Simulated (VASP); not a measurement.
# WC (P1) in VASP: single point with LDA

Aim: the single point of WC with LDA.

Program: VASP 6.6.1. These are calculated values, not measurements. Logs are shortened: lines on timing, memory, paths and dates and some standing lists are left out, and cuts for length are marked.

## Step 1: The cell of the first run

The typed cell holds 16 atoms: a = 5.669 Å, b = 4.910 Å, c = 5.572 Å, α = 90.00°, β = 90.00°, γ = 90.00°.

## Step 2: Single point, LDA

Contents of INCAR:

```
PREC = Accurate
ENCUT = 520
EDIFF = 1E-7
ISMEAR = -1
SIGMA = 0.36
LREAL = Auto
LASPH = T
NELM = 80
ALGO = Normal
ISIF = 2
LWAVE = F
LCHARG = T
GGA = CA
LELF = T
LVHAR = T
NBANDS = 86
```

Contents of KPOINTS:

```
Automatic mesh
0
Gamma
  2 2 2
```

Contents of POSCAR:

```
WC
1.0
   -2.8347300000     -4.9098960000      0.0000000000
    4.2520950000     -2.4549480000      0.0000000000
    0.0000000000      0.0000000000      5.5724000000
W C
8 8
Direct
    0.7461549960      0.4987301440      0.0214629244
    0.7301414998      0.5103493722      0.5202605700
    0.5009809918      0.0134159389     -0.0076986577
    0.4964552484      0.0109396865      0.5132976814
    0.2503570455      0.5204480680      0.0271157849
    0.2480710805      0.5124331733      0.5080396239
   -0.0058589905      0.0227161773      0.0183583375
    0.0020359647     -0.0037460569      0.5000717824
    0.4824847908      0.6921327277      0.2541992678
    0.5028946600      0.6790936185      0.7591343048
    0.2265424791      0.1693722181      0.2507716603
    0.2469619130      0.1663345583      0.7580037327
   -0.0216408738      0.7010553541      0.2621312181
    0.0287977515      0.6956180071      0.7517586677
    0.7498950287      0.2028529313      0.2731677554
    0.7463334171      0.1585697703      0.7600854210
```

Potentials or basis: VASP PAW LDA potentials, release 64 (W_sv, C).

On the command line:

```console
> cat potpaw_LDA.64/W_sv/POTCAR potpaw_LDA.64/C/POTCAR > POTCAR
> mpirun -np 1 vasp_std > vasp.out
```

OUTCAR:

```text
PREC = Accurate
   ENCUT = 520
   EDIFF = 1E-7
   ISMEAR = -1
   LREAL = Auto
   LASPH = T
   NELM = 80
   ISIF = 2
   GGA = CA

 ion  position               nearest neighbor table
   1  0.746  0.499  0.021-  15 2.02  13 2.13   9 2.20  10 2.20  16 2.22  14 2.40   7 2.73   3 2.76
                             2 2.78   2 2.79   5 2.81   5 2.86   3 2.89   7 2.93
   2  0.730  0.510  0.520-  10 2.03  15 2.05  16 2.19  13 2.22   9 2.23  14 2.31   6 2.73   1 2.78
                             4 2.79   4 2.79   1 2.79   8 2.84   6 2.94   8 2.96
   3  0.501  0.013  0.992-  16 2.03  12 2.08  10 2.09   9 2.15  11 2.25  15 2.30   4 2.67   1 2.76
                             7 2.80   5 2.81   5 2.87   7 2.88   1 2.89   4 2.90
   4  0.496  0.011  0.513-  16 2.10  12 2.11  10 2.13   9 2.13  15 2.18  11 2.26   3 2.67   2 2.79
                             2 2.79   8 2.80   6 2.82   6 2.84   8 2.87   3 2.90
   5  0.250  0.520  0.027-   9 2.01  11 2.13  14 2.16  13 2.21  10 2.21  12 2.30   6 2.68   1 2.81
                             3 2.81   7 2.84   1 2.86   7 2.86   3 2.87   6 2.89
   6  0.248  0.512  0.508-  14 2.05   9 2.13  10 2.17  12 2.20  11 2.22  13 2.25   5 2.68   2 2.73
                             8 2.76   4 2.82   4 2.84   5 2.89   8 2.89   2 2.94
   7  0.994  0.023  0.018-  11 1.98  13 2.09  16 2.12  12 2.16  15 2.17  14 2.20   8 2.69   1 2.73
                             3 2.80   5 2.84   5 2.86   3 2.88   8 2.89   1 2.93
   8  0.002  0.996  0.500-  13 1.97  14 2.04  11 2.07  15 2.16  12 2.17  16 2.20   7 2.69   6 2.76
                             4 2.80   2 2.84   4 2.87   7 2.89   6 2.89   2 2.96
   9  0.482  0.692  0.254-   5 2.01   4 2.13   6 2.13   3 2.15   1 2.20   2 2.23
  10  0.503  0.679  0.759-   2 2.03   3 2.09   4 2.13   6 2.17   1 2.20   5 2.21
  11  0.227  0.169  0.251-   7 1.98   8 2.07   5 2.13   6 2.22   3 2.25   4 2.26
  12  0.247  0.166  0.758-   3 2.08   4 2.11   7 2.16   8 2.17   6 2.20   5 2.30
  13  0.978  0.701  0.262-   8 1.97   7 2.09   1 2.13   5 2.21   2 2.22   6 2.25
  14  0.029  0.696  0.752-   8 2.04   6 2.05   5 2.16   7 2.20   2 2.31   1 2.40
  15  0.750  0.203  0.273-   1 2.02   2 2.05   8 2.16   7 2.17   4 2.18   3 2.30
  16  0.746  0.159  0.760-   3 2.03   4 2.10   7 2.12   2 2.19   8 2.20   1 2.22

  LATTYP: Found a simple orthorhombic cell.
 ALAT       =     4.9098962893
 B/A-ratio  =     1.1349323227
 C/A-ratio  =     1.1547004930

  Lattice vectors:

 A1 = (   4.2520950000,  -2.4549480000,   0.0000000000)
 A2 = (   0.0000000000,   0.0000000000,   5.5724000000)
 A3 = (  -2.8347300000,  -4.9098960000,   0.0000000000)

Analysis of symmetry for initial positions (statically):
=====================================================================
 Subroutine PRICEL returns:
 Original cell was already a primitive cell.

 Routine SETGRP: Setting up the symmetry group for a
 simple orthorhombic supercell.

 Subroutine GETGRP returns: Found  1 space group operations
[... 139 lines left out ...]
   NELECT =     144.0000    total number of electrons
   NUPDOWN=      -1.0000    fix difference up-down
   EMIN   =  10.00;   EMAX   =-10.00  energy-range for DOS
   EFERMI =   0.00;   METHOD = LEGACY
   ISMEAR =    -1;   SIGMA  =   0.36  broadening in eV -4-tet -1-fermi 0-gaus
   EFERMI_NEDOS =   21; number of points for ismear=-14 and -15
   IALGO  =     38    algorithm
   IMIX   =      4    mixing-type and parameters
     AMIX     =   0.40;   BMIX     =  1.00
     AMIX_MAG =   1.60;   BMIX_MAG =  1.00
  volume/ion in A,a.u.               =       9.69        65.42
  Fermi-wavevector in a.u.,A,eV,Ry     =   1.597020  3.017929 34.701271  2.550472
  Thomas-Fermi vector in A             =   2.694691
   LORBIT       =      0    0 simple, 1 ext, 2 COOP (PROOUT), +10 PAW based schemes
   GGA     = CA    functional components
   LHFCALC =     F    Hartree Fock is set to
   AEXX    =    0.0000 exact exchange contribution
   IVDW    =     0    specifies the selected vdW correction
   LEPSILON=     F    determine dielectric tensor
   LRPA    =     F    only Hartree local field effects (RPA)
 non-spin polarized calculation
  energy-cutoff  :      520.00
  volume of cell :      155.12
 maximum number of plane-waves:      4210
   NGX = 21   NGY = 19   NGZ = 21

 number of electron     144.0000005 magnetization

 Free energy of the ion-electron system (eV)
  ---------------------------------------------------
  ext. energy  EPLUGINS =         0.00000000
  ---------------------------------------------------
  free energy    TOTEN  =      -194.57663752 eV

  energy without entropy =     -192.83011714  energy(sigma->0) =     -193.70337733

 E-fermi :  12.4689     XC(G=0): -14.3397

 val. band max:       12.3739175604   @ k =   0.0000   0.5000   0.0000
 cond. band min:      12.5188671959   @ k =   0.0000   0.0000   0.0000
 fundamental gap:      0.1449496355
 Fermi energy:        12.4688788377

 k-point     1 :       0.0000    0.0000    0.0000
  band No.  band energies     occupation
      1     -61.3501      2.00000
      2     -61.2948      2.00000
      3     -61.2772      2.00000
      4     -61.2496      2.00000
      5     -61.2395      2.00000
      6     -61.1995      2.00000
[... 685 lines left out ...]
     83      16.1559      0.00007
     84      16.3146      0.00005
 [bands above 84 left out]

------------------------ aborting loop because EDIFF is reached ----------------------------------------

  FORCE on cell =-STRESS in cart. coord.  units (eV):
  Direction    XX          YY          ZZ          XY          YZ          ZX
  --------------------------------------------------------------------------------------
  -------------------------------------------------------------------------------------
  Total       30.3194396     30.1317383     29.5887456     -2.9846496     -0.9837478      0.8511645
  in kB      313.1666308    311.2278821    305.6193610    -30.8281638    -10.1610382      8.7915979
  external PRESSURE =     310.0046246 kB  Pullay stress =       0.0000000 kB

 VOLUME and BASIS-vectors are now :
 -----------------------------------------------------------------------------
  energy-cutoff  :      520.00
  volume of cell :      155.12
      direct lattice vectors                 reciprocal lattice vectors
    -2.834730000 -4.909896000  0.000000000    -0.088191821 -0.152752726  0.000000000
     4.252095000 -2.454948000  0.000000000     0.176383641 -0.101835151  0.000000000
     0.000000000  0.000000000  5.572400000     0.000000000  0.000000000  0.179455890

 POSITION                                       TOTAL-FORCE (eV/Angst)
 -----------------------------------------------------------------------------------
      0.00550     -4.88790      0.11960         2.924336     -1.778350     -2.178079
      0.10030     -4.83780      2.89910        -1.027611     -3.338803     -0.611228
     -1.36310     -2.49270      5.52950         0.507953      1.246048      4.627371
     -1.36080     -2.46440      2.86030         0.428294      0.145145     -2.039813
      1.50330     -2.50690      0.15110        -0.169605      1.860719     -3.783069
      1.47570     -2.47600      2.83100        -0.424952      0.926749      0.787476
[... 8 lines left out ...]
     -1.26320     -4.17990      1.52220        -1.806024      2.233059     -0.794130
     -1.44140     -4.05370      4.23550         0.934945     -1.848436     -0.593008
 -----------------------------------------------------------------------------------
    total drift:                               -0.002915     -0.005343     -0.017799

  FREE ENERGIE OF THE ION-ELECTRON SYSTEM (eV)
  ---------------------------------------------------
  free  energy   TOTEN  =      -194.5766375218 eV

  energy  without entropy=     -192.8301171431  energy(sigma->0) =     -193.70337733
```

OSZICAR:

```text
N       E                     dE             d eps       ncg     rms          rms(c)
DAV:   1     0.195382626463E+04    0.19538E+04   -0.77892E+04  1376   0.195E+03
DAV:   2    -0.144513117267E+02   -0.19683E+04   -0.19023E+04  1384   0.630E+02
DAV:   3    -0.209840312071E+03   -0.19539E+03   -0.18554E+03  1600   0.175E+02
DAV:   4    -0.218979714204E+03   -0.91394E+01   -0.89567E+01  1624   0.337E+01
DAV:   5    -0.219216821792E+03   -0.23711E+00   -0.23600E+00  1600   0.543E+00    0.107E+02
DAV:   6    -0.195304682270E+03    0.23912E+02   -0.13578E+02  1666   0.385E+01    0.351E+01
DAV:   7    -0.194822957271E+03    0.48172E+00   -0.74523E+00  1608   0.118E+01    0.171E+01
DAV:   8    -0.194661692506E+03    0.16126E+00   -0.15627E+00  1672   0.841E+00    0.361E+00
DAV:   9    -0.194576554192E+03    0.85138E-01   -0.32194E-01  1648   0.385E+00    0.605E-01
DAV:  10    -0.194577047277E+03   -0.49308E-03   -0.45393E-02  1664   0.951E-01    0.295E-01
DAV:  11    -0.194576807047E+03    0.24023E-03   -0.26934E-03  1680   0.272E-01    0.154E-01
DAV:  12    -0.194576652281E+03    0.15477E-03   -0.70348E-04  1720   0.173E-01    0.526E-02
DAV:  13    -0.194576638060E+03    0.14222E-04   -0.14227E-04  1680   0.895E-02    0.229E-02
DAV:  14    -0.194576637845E+03    0.21514E-06   -0.18963E-05  1720   0.230E-02    0.132E-02
DAV:  15    -0.194576637521E+03    0.32323E-06   -0.39358E-06  1648   0.113E-02    0.700E-03
DAV:  16    -0.194576637517E+03    0.41655E-08   -0.14930E-06  1600   0.617E-03    0.213E-03
DAV:  17    -0.194576637522E+03   -0.46348E-08   -0.45773E-07   904   0.288E-03
   1 F= -.19457664E+03 E0= -.19370338E+03  d E =-.174652E+01
```

It took 2.7 min on 1 thread of Intel Xeon Platinum 8488C (Sapphire Rapids), shared host; peak memory 0.25 GiB.

Results:

| Item | Value |
| --- | --- |
| Free energy | -194.5766 eV |
| Pressure | 31.0 GPa |
| Largest force | 5.573 eV/Å |
| Band gap on the k mesh | zero (band 72 reaches 12.67 eV, above the bottom of band 73 at 12.52 eV) |

Forces on the atoms (eV/Å):
```
W    2.924 -1.778 -2.178
W   -1.028 -3.339 -0.611
W    0.508  1.246  4.627
W    0.428  0.145 -2.040
W   -0.170  1.861 -3.783
W   -0.425  0.927  0.787
W   -1.546  1.131 -3.229
W    4.149 -0.798  3.635
C   -1.109 -1.229  0.938
C   -0.123  1.173  0.916
C   -0.128 -3.400  1.207
C    1.051 -0.458  0.012
C   -3.153  0.944 -0.683
C   -0.507  3.190  1.789
C   -1.806  2.233 -0.794
C    0.935 -1.848 -0.593
```

Caveat: the k points lie up to 0.64 Å⁻¹ apart; spin-orbit coupling is left out, which moves the levels of the heavy elements; forces of over 1 eV/Å act on the atoms, so gaps and moduli don't describe the material at rest.
